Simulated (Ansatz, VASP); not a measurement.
# GaSb3 in VASP and in Ansatz

```xyz
4
Lattice="0.0000 3.5823 3.7789 3.5823 0.0000 3.7789 3.5823 3.5823 0.0000" Properties=species:S:1:pos:R:3 pbc="T T T"
Ga    0.0000    0.0000    0.0000
Sb    1.7911    1.7911    1.8895
Sb    5.3734    5.3734    5.6684
Sb    3.5823    3.5823    3.7789
```

Alike in both runs: task single point; functional PBEsol; k mesh 10 × 10 × 10; occupations gaussian, width 0.15 eV; no spin polarisation.

|  | VASP | Ansatz |
| --- | --- | --- |
| version | VASP 6.6.1 | Ansatz 0.2.0 |
| potentials or method | VASP PAW PBE potentials, release 64 (Ga_d, Sb), cutoff 520 eV | scalar-relativistic, plane waves, PAW |
| valence electrons in the cell | 28 | 58 |

|  | VASP | Ansatz | Ansatz less VASP |
| --- | --- | --- | --- |
| gap on the k mesh at the Fermi level (eV) | none | none | - |
| pressure (GPa) | 0.2 | 0.2 | -0.03 |
| traceless stress, the component that is largest in VASP (GPa) | -1.25 | -1.25 | +0.005 |

VASP's potentials were made for PBE, not for PBEsol, and Ansatz warns of the same on its side. A gap of «none» marks a metal or a gap that the smearing closes. VASP's potentials hold 28 valence electrons a cell and Ansatz's 58, so a difference there can come from the potentials and not from the codes.

Spin-orbit coupling is off throughout.
